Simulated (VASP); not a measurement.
# Ba2LiB6Os (Fm-3m) in VASP: single point with r2SCAN

Aim: the single point of Ba2LiB6Os with r2SCAN.

All numbers are computed with VASP 6.6.1; they aren't measurements. Logs are shortened: lines on timing, memory, paths and dates and some standing lists are left out, and cuts for length are marked.

**1. The cell of the first run**

Symmetry: Fm-3m, No. 225, cubic system. The conventional cell has a = 7.961 Å, b = 7.961 Å, c = 7.961 Å, α = 90.00°, β = 90.00°, γ = 90.00°. Li (site symmetry m-3m) has 6 B at 2.13 Å within 2.8 Å. Within 3.7 Å of Ba (site symmetry -43m) lie 12 B at 2.82 Å and 4 Li at 3.45 Å and 4 Os at 3.45 Å. Os (site symmetry m-3m) has 6 B at 1.86 Å within 2.5 Å. Within 2.5 Å of B (site symmetry 4mm) lie 1 Os at 1.86 Å and 1 Li at 2.13 Å.

**2. Single point, r2SCAN**

Input file POSCAR:

```
Ba2LiB6Os
1.0
    0.0000000000      3.9807320000      3.9807320000
    3.9807320000      0.0000000000      3.9807320000
    3.9807320000      3.9807320000      0.0000000000
Li Ba Os B
1 2 1 6
Direct
    0.5000000000      0.5000000000      0.5000000000
    0.2500000000      0.2500000000      0.2500000000
    0.7500000000      0.7500000000      0.7500000000
    0.0000000000      0.0000000000      0.0000000000
    0.7670000000      0.2330000000      0.2330000000
    0.2330000000      0.7670000000      0.2330000000
    0.2330000000      0.7670000000      0.7670000000
    0.7670000000      0.2330000000      0.7670000000
    0.2330000000      0.2330000000      0.7670000000
    0.7670000000      0.7670000000      0.2330000000
```

Input file INCAR.step1:

```
PREC     = Accurate       # precision mode
ENCUT    = 520            # plane-wave cutoff, eV
ISMEAR   = 0              # smearing method
SIGMA    = 0.1688         # smearing width, eV
LREAL    = F              # projectors in reciprocal space
LASPH    = T              # aspherical terms in the spheres
NELM     = 60             # most SCF steps
NBANDS   = 36             # bands
GGA      = PE             # functional
ALGO     = Normal         # electronic algorithm
EDIFF    = 1E-4           # SCF threshold, eV
LWAVE    = T              # write WAVECAR
LCHARG   = F              # write CHGCAR
```

Input file INCAR.step2:

```
PREC     = Accurate       # precision mode
ENCUT    = 520            # plane-wave cutoff, eV
EDIFF    = 1E-6           # SCF threshold, eV
ISMEAR   = 0              # smearing method
SIGMA    = 0.1688         # smearing width, eV
LREAL    = F              # projectors in reciprocal space
LASPH    = T              # aspherical terms in the spheres
NELM     = 60             # most SCF steps
ALGO     = Normal         # electronic algorithm
ISIF     = 2              # what is computed and relaxed
LWAVE    = F              # write WAVECAR
LCHARG   = F              # write CHGCAR
METAGGA  = R2SCAN         # meta-GGA
LMIXTAU  = T            
NBANDS   = 36             # bands
ISTART   = 1
```

Input file KPOINTS:

```
regular mesh
0
Gamma
  7 7 7
```

Potentials or basis: VASP PAW PBE potentials, release 64 (Li_sv, Ba_sv, Os, B).

Run with:

```console
$ cat potpaw_PBE.64/Li_sv/POTCAR potpaw_PBE.64/Ba_sv/POTCAR potpaw_PBE.64/Os/POTCAR potpaw_PBE.64/B/POTCAR > POTCAR
$ cp INCAR.step1 INCAR
$ mpirun -np 1 vasp_std > vasp.out
$ cp INCAR.step2 INCAR
$ mpirun -np 1 vasp_std > vasp.out
```

OUTCAR:

```text
PREC = Accurate
   ENCUT = 520
   EDIFF = 1E-6
   ISMEAR = 0
   LREAL = F
   LASPH = T
   NELM = 60
   ISIF = 2
   METAGGA = R2SCAN
   ISTART = 1

 ion  position               nearest neighbor table
   1  0.500  0.500  0.500-   5 2.13   6 2.13   7 2.13   8 2.13   9 2.13  10 2.13   2 3.45   3 3.45
                             2 3.45   2 3.45   2 3.45   3 3.45   3 3.45   3 3.45
   2  0.250  0.250  0.250-   5 2.82   8 2.82  10 2.82   6 2.82   7 2.82  10 2.82   7 2.82   8 2.82
                             9 2.82   5 2.82   6 2.82   9 2.82   4 3.45   1 3.45   4 3.45   4 3.45
   3  0.750  0.750  0.750-   7 2.82   8 2.82  10 2.82   5 2.82   6 2.82  10 2.82   5 2.82   8 2.82
                             9 2.82   6 2.82   7 2.82   9 2.82   1 3.45   4 3.45   1 3.45   1 3.45
   4  0.000  0.000  0.000-   5 1.86   6 1.86   7 1.86   8 1.86   9 1.86  10 1.86   2 3.45   3 3.45
                             3 3.45   3 3.45   3 3.45   2 3.45   2 3.45   2 3.45
   5  0.767  0.233  0.233-   4 1.86   1 2.13   3 2.82   2 2.82   3 2.82   2 2.82
   6  0.233  0.767  0.233-   4 1.86   1 2.13   3 2.82   2 2.82   3 2.82   2 2.82
   7  0.233  0.767  0.767-   4 1.86   1 2.13   3 2.82   3 2.82   2 2.82   2 2.82
   8  0.767  0.233  0.767-   4 1.86   1 2.13   3 2.82   3 2.82   2 2.82   2 2.82
   9  0.233  0.233  0.767-   4 1.86   1 2.13   3 2.82   2 2.82   3 2.82   2 2.82
  10  0.767  0.767  0.233-   4 1.86   1 2.13   3 2.82   3 2.82   2 2.82   2 2.82

  LATTYP: Found a face centered cubic cell.
 ALAT       =     7.9614640000

  Lattice vectors:

 A1 = (   0.0000000000,   3.9807320000,   3.9807320000)
 A2 = (   3.9807320000,   0.0000000000,   3.9807320000)
 A3 = (   3.9807320000,   3.9807320000,   0.0000000000)

Analysis of symmetry for initial positions (statically):
=====================================================================
 Subroutine PRICEL returns:
 Original cell was already a primitive cell.

 Routine SETGRP: Setting up the symmetry group for a
 face centered cubic supercell.

 Subroutine GETGRP returns: Found 48 space group operations
 (whereof 48 operations were pure point group operations)
 out of a pool of 48 trial point group operations.

The static configuration has the point symmetry O_h .

Analysis of symmetry for dynamics (positions and initial velocities):
=====================================================================
 Subroutine PRICEL returns:
 Original cell was already a primitive cell.

 Routine SETGRP: Setting up the symmetry group for a
 face centered cubic supercell.

 Subroutine GETGRP returns: Found 48 space group operations
 (whereof 48 operations were pure point group operations)
 out of a pool of 48 trial point group operations.

The dynamic configuration has the point symmetry O_h .

 Subroutine INISYM returns: Found 48 space group operations
 (whereof 48 operations are pure point group operations),
 and found     1 'primitive' translations

----------------------------------------------------------------------------------------

                                     Primitive cell

  volume of cell :     126.1592

  direct lattice vectors                    reciprocal lattice vectors
     0.000000000  3.980732000  3.980732000    -0.125605039  0.125605039  0.125605039
     3.980732000  0.000000000  3.980732000     0.125605039 -0.125605039  0.125605039
     3.980732000  3.980732000  0.000000000     0.125605039  0.125605039 -0.125605039

  length of vectors
     5.629605183  5.629605183  5.629605183     0.217554310  0.217554310  0.217554310

  position of ions in fractional coordinates (direct lattice)
     0.500000000  0.500000000  0.500000000
     0.250000000  0.250000000  0.250000000
     0.750000000  0.750000000  0.750000000
     0.000000000  0.000000000  0.000000000
     0.767000000  0.233000000  0.233000000
     0.233000000  0.767000000  0.233000000
     0.233000000  0.767000000  0.767000000
     0.767000000  0.233000000  0.767000000
     0.233000000  0.233000000  0.767000000
     0.767000000  0.767000000  0.233000000

  ion indices of the primitive-cell ions
   primitive index   ion index
                 1           1
                 2           2
                 3           3
                 4           4
                 5           5
                 6           6
                 7           7
                 8           8
                 9           9
                10          10

----------------------------------------------------------------------------------------

 KPOINTS: regular mesh

Automatic generation of k-mesh.
 Grid dimensions read from file:
 generate k-points for:    7    7    7

 Generating k-lattice:

  Cartesian coordinates                     Fractional coordinates (reciprocal lattice)
    -0.017943577  0.017943577  0.017943577     0.142857143  0.000000000  0.000000000
     0.017943577 -0.017943577  0.017943577     0.000000000  0.142857143  0.000000000
     0.017943577  0.017943577 -0.017943577     0.000000000  0.000000000  0.142857143

  Length of vectors
     0.031079187  0.031079187  0.031079187

  Shift w.r.t. Gamma in fractional coordinates (k-lattice)
     0.000000000  0.000000000  0.000000000

 Subroutine IBZKPT returns following result:
 ===========================================

 Found     20 irreducible k-points:

 Following reciprocal coordinates:
            Coordinates               Weight
  0.000000  0.000000  0.000000      1.000000
  0.142857  0.000000  0.000000      8.000000
  0.285714  0.000000  0.000000      8.000000
  0.428571  0.000000  0.000000      8.000000
  0.142857  0.142857  0.000000      6.000000
  0.285714  0.142857  0.000000     24.000000
[... 12 lines left out ...]
 -0.428571  0.428571  0.142857     24.000000
 -0.285714  0.428571  0.142857     24.000000
   k-points           NKPTS =     20   k-points in BZ     NKDIM =     20   number of bands    NBANDS=     36
   number of dos      NEDOS =    301   number of ions     NIONS =     10
   total plane-waves  NPLWV =  74088
   dimension x,y,z NGX =    42 NGY =   42 NGZ =   42
   dimension x,y,z NGXF=    84 NGYF=   84 NGZF=   84
   ions per type =               1   2   1   6
   NGX,Y,Z   is equivalent  to a cutoff of  12.40, 12.40, 12.40 a.u.
   NGXF,Y,Z  is equivalent  to a cutoff of  24.81, 24.81, 24.81 a.u.
 SYSTEM =  unknown system
   PREC   = accura    normal or accurate (medium, high low for compatibility)
   ISTART =      1    job   : 0-new  1-cont  2-samecut
   ICHARG =      0    charge: 1-file 2-atom 10-const
   ISPIN  =      1    spin polarized calculation?
   LNONCOLLINEAR =      F non collinear calculations
   LSORBIT =      F    spin-orbit coupling
   LASPH  =      T    aspherical Exc in radial PAW
   ENCUT  =  520.0 eV  38.22 Ry    6.18 a.u.  10.47 10.47 10.47*2*pi/ulx,y,z
   NELM   =     60;   NELMIN=  2; NELMDL=  0     # of ELM steps
   EDIFF  = 0.1E-05   stopping-criterion for ELM
   LREAL  =      F    real-space projection
   EDIFFG = 0.1E-04   stopping-criterion for IOM
   NSW    =      0    number of steps for IOM
   IBRION =     -1    ionic relax: 0-MD 1-quasi-New 2-CG
   NFREE  =      0    steps in history (QN), initial steepest desc. (CG)
   ISIF   =      2    stress and relaxation
   ISYM   =      2    0-nonsym 1-usesym 2-fastsym
   POTIM  = 0.5000    time-step for ionic-motion
   TEBEG  =    0.0;   TEEND  =   0.0 temperature during run
   PSTRESS=    0.0 pullay stress
   NELECT =      49.0000    total number of electrons
   NUPDOWN=      -1.0000    fix difference up-down
   EMIN   =  10.00;   EMAX   =-10.00  energy-range for DOS
   EFERMI =   0.00;   METHOD = LEGACY
   ISMEAR =     0;   SIGMA  =   0.17  broadening in eV -4-tet -1-fermi 0-gaus
   EFERMI_NEDOS =   21; number of points for ismear=-14 and -15
   IALGO  =     38    algorithm
   IMIX   =      4    mixing-type and parameters
     AMIX     =   0.40;   BMIX     =  1.00
     AMIX_MAG =   1.60;   BMIX_MAG =  1.00
  volume/ion in A,a.u.               =      12.62        85.14
  Fermi-wavevector in a.u.,A,eV,Ry     =   1.194448  2.257179 19.411514  1.426706
  Thomas-Fermi vector in A             =   2.330438
   LORBIT       =      0    0 simple, 1 ext, 2 COOP (PROOUT), +10 PAW based schemes
   METAGGA = R2SCAN    functional components
   LHFCALC =     F    Hartree Fock is set to
   AEXX    =    0.0000 exact exchange contribution
   IVDW    =     0    specifies the selected vdW correction
   LEPSILON=     F    determine dielectric tensor
   LRPA    =     F    only Hartree local field effects (RPA)
 non-spin polarized calculation
 Gauss-broadening in eV      SIGMA  =   0.17
  energy-cutoff  :      520.00
  volume of cell :      126.16
 maximum number of plane-waves:      3479
 NGX is ok and might be reduce to    42
   NGX = 21   NGY = 21   NGZ = 21

 number of electron      48.9999993 magnetization

 Free energy of the ion-electron system (eV)
  ---------------------------------------------------
  ext. energy  EPLUGINS =         0.00000000
  ---------------------------------------------------
  free energy    TOTEN  =      -136.76146494 eV

  energy without entropy =     -136.69951409  energy(sigma->0) =     -136.73048951

 E-fermi :   5.6282     XC(G=0): -11.9395

 val. band max:        5.6065290898   @ k =  -0.4286   0.4286   0.0000
 cond. band min:       5.6731605635   @ k =  -0.4286   0.2857   0.0000
 fundamental gap:      0.0666314737
 Fermi energy:         5.6282232665

 k-point     1 :       0.0000    0.0000    0.0000
  band No.  band energies     occupation
      1     -39.9342      2.00000
      2     -21.9793      2.00000
      3     -21.6967      2.00000
      4      -7.9098      2.00000
      5      -7.9098      2.00000
      6      -7.9098      2.00000
[... 28 lines left out ...]
     35      10.3638      0.00000
     36      10.3638      0.00000
[... 710 lines left out ...]
      6      -7.7480      2.00000
[... 28 lines left out ...]
     35       9.1367      0.00000
     36       9.4146      0.00000

------------------------ aborting loop because EDIFF is reached ----------------------------------------

  FORCE on cell =-STRESS in cart. coord.  units (eV):
  Direction    XX          YY          ZZ          XY          YZ          ZX
  --------------------------------------------------------------------------------------
  -------------------------------------------------------------------------------------
  Total       39.5749220     39.5749220     39.5749220     -0.0000000     -0.0000000      0.0000000
  in kB      502.5876755    502.5876755    502.5876755     -0.0000000     -0.0000000      0.0000000
  external PRESSURE =     502.5876755 kB  Pullay stress =       0.0000000 kB

 VOLUME and BASIS-vectors are now :
 -----------------------------------------------------------------------------
  energy-cutoff  :      520.00
  volume of cell :      126.16
      direct lattice vectors                 reciprocal lattice vectors
     0.000000000  3.980732000  3.980732000    -0.125605039  0.125605039  0.125605039
     3.980732000  0.000000000  3.980732000     0.125605039 -0.125605039  0.125605039
     3.980732000  3.980732000  0.000000000     0.125605039  0.125605039 -0.125605039

 POSITION                                       TOTAL-FORCE (eV/Angst)
 -----------------------------------------------------------------------------------
      3.98073      3.98073      3.98073         0.000000     -0.000000     -0.000000
      1.99037      1.99037      1.99037        -0.000000     -0.000000     -0.000000
      5.97110      5.97110      5.97110         0.000000      0.000000     -0.000000
      0.00000      0.00000      0.00000         0.000000     -0.000000     -0.000000
      1.85502      3.98073      3.98073         5.320911     -0.000000     -0.000000
      3.98073      1.85502      3.98073         0.000000      5.320911     -0.000000
      6.10644      3.98073      3.98073        -5.320911     -0.000000     -0.000000
      3.98073      6.10644      3.98073         0.000000     -5.320911     -0.000000
      3.98073      3.98073      1.85502         0.000000     -0.000000      5.320911
      3.98073      3.98073      6.10644         0.000000     -0.000000     -5.320911
 -----------------------------------------------------------------------------------
    total drift:                               -0.000000     -0.000000      0.000000

  FREE ENERGIE OF THE ION-ELECTRON SYSTEM (eV)
  ---------------------------------------------------
  free  energy   TOTEN  =      -136.7614649409 eV

  energy  without entropy=     -136.6995140860  energy(sigma->0) =     -136.73048951
```

Wall time 4.8 min (1 thread of Intel Xeon Platinum 8375C at 2.90GHz (Ice Lake), shared host); peak memory 0.35 GiB.

Results:

| Quantity | Value |
| --- | --- |
| Free energy | -136.7615 eV |
| Largest force | 5.321 eV/Å |
| Band gap on the k mesh | zero (an odd number of electrons rules out a gap without spin polarisation) |

Forces on the atoms (eV/Å):
```
Li   0.000  0.000  0.000
Ba   0.000  0.000  0.000
Ba   0.000  0.000  0.000
Os   0.000  0.000  0.000
B    5.321  0.000  0.000
B    0.000  5.321  0.000
B   -5.321  0.000  0.000
B    0.000 -5.321  0.000
B    0.000  0.000  5.321
B    0.000  0.000 -5.321
```

Levels at points of the mesh, in eV from the Fermi level:
```
           k point  band 20  band 21  band 22  band 23  band 24  band 25  band 26  band 27  band 28  band 29
(0.00, 0.00, 0.00)    -2.15    -2.15    -1.76    -1.76    -1.76     1.27     1.27     1.27     2.60     2.60
```

Caveat: the cutoff is under 1.25 times the usual one of these potentials, so pressure, stress and relaxed cells hold a basis-set (Pulay) error; the PAW data sets were made with another functional, which shifts forces and pressure a little; spin-orbit coupling is left out, which moves the levels of the heavy elements.
